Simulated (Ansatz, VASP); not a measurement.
## W in VASP and in Ansatz

Contents of INCAR:

```
PREC = Accurate
ENCUT = 500
EDIFF = 1E-6
ISMEAR = -1
SIGMA = 0.1
LREAL = F
LASPH = T
NELM = 120
ALGO = Normal
ISIF = 2
LWAVE = F
LCHARG = F
GGA = PS
NBANDS = 13
GGA_COMPAT = F
```

KPOINTS

```
Automatic mesh
0
Gamma
  18 18 18
```

The input POSCAR:

```
W
1.0
    0.0000000000      1.8708321457      1.8708321457
    1.8708321457      0.0000000000      1.8708321457
    1.8708321457      1.8708321457      0.0000000000
W
1
Direct
    0.0000000000      0.0000000000      0.0000000000
```

Input for Ansatz:

```yaml
crystal:
  lattice:
    - [0.0, 1.8708321457, 1.8708321457]
    - [1.8708321457, 0.0, 1.8708321457]
    - [1.8708321457, 1.8708321457, 0.0]
  atoms:
    - { symbol: W, position: [0.0, 0.0, 0.0] }
kpoints:
  mp_grid: { grid: [18, 18, 18] }
scf:
  occupations: { method: fermi_dirac, width: 0.1 }
hamiltonian:
  xc: pbesol
  pseudopotentials: { kind: paw }
output:
  forces: true
  stress: true
  eigenvalues: true
```

Change from the starting cell: volume scaled by 0.819, to set the pressure.

Alike in both runs: task single point; functional PBEsol; k mesh 18 × 18 × 18; occupations fermi-dirac, width 0.1 eV; no spin polarisation.

|  | VASP | Ansatz |
| --- | --- | --- |
| version | VASP 6.6.1 | Ansatz 0.2.0 |
| potentials or method | VASP PAW PBE potentials, release 64 (W_sv) | PAW with Ansatz's default frozen-core files, scalar-relativistic |
| plane-wave cutoff (eV) | 500 | 420 |
| valence electrons in the cell | 14 | 14 |

Ansatz gave:

```
pressure (GPa) : 88.0
```

Task: Which values does VASP return?

Result: Pressure (GPa): 90.6.

VASP's potentials were made for PBE, not for PBEsol. Both programs put the cell under a high pressure, so it lies far from rest at this level. With one functional, cell and mesh, what is left measures potentials, basis and numerics.

Spin-orbit coupling is off throughout. Noted on VASP's run: the cell as given lies far from equilibrium.
